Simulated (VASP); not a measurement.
Set up this calculation in VASP 6.6.1, as the native input.

* Task: single point
* Functional: PBE
* Potentials or basis: VASP PAW PBE potentials, release 64 (Sr_sv, Cl)
* Cutoff: 520 eV
* k mesh: 6 × 6 × 6
* Occupations: gaussian, width 0.01 eV
* Spin: no spin polarisation
* Dipole correction: no
* Further INCAR settings: ALGO = Normal; EDIFF = 1e-06; NBANDS = 19

The structure of SrCl2 lies in POSCAR:

```
SrCl2
1.0
    0.0000000000      3.4883500000      3.4883500000
    3.4883500000      0.0000000000      3.4883500000
    3.4883500000      3.4883500000      0.0000000000
Sr Cl
1 2
Direct
    0.0000000000      0.0000000000      0.0000000000
    0.2500000000      0.2500000000      0.2500000000
    0.7500000000      0.7500000000      0.7500000000
```

One way to write it, as run:

INCAR

```
SYSTEM = SrCl2
ALGO = Normal
EDIFF = 1E-6
ENCUT = 520
GGA = PE
ISIF = 2
ISMEAR = 0
LASPH = .True.
LCHARG = .False.
LREAL = .False.
LWAVE = .False.
NBANDS = 19
NELM = 60
PREC = Accurate
SIGMA = 0.01
```

KPOINTS

```
k-points
0
Gamma
  6 6 6
  0 0 0
```

Potentials or basis: VASP PAW PBE potentials, release 64 (Sr_sv, Cl).

Run with:

```sh
$ cat potpaw_PBE.64/Sr_sv/POTCAR potpaw_PBE.64/Cl/POTCAR > POTCAR
$ mpirun -np 1 vasp_std > vasp.out
```

Results of the run:

- Pressure: 1.1 GPa
- Band gap on the k mesh: 5.34 eV, indirect (least direct gap 5.51 eV)

Run time: 44 s on 1 thread of AMD EPYC 7R43 64-Core Processor (Zen 3), with other jobs on the host, peak memory 0.2 GiB.
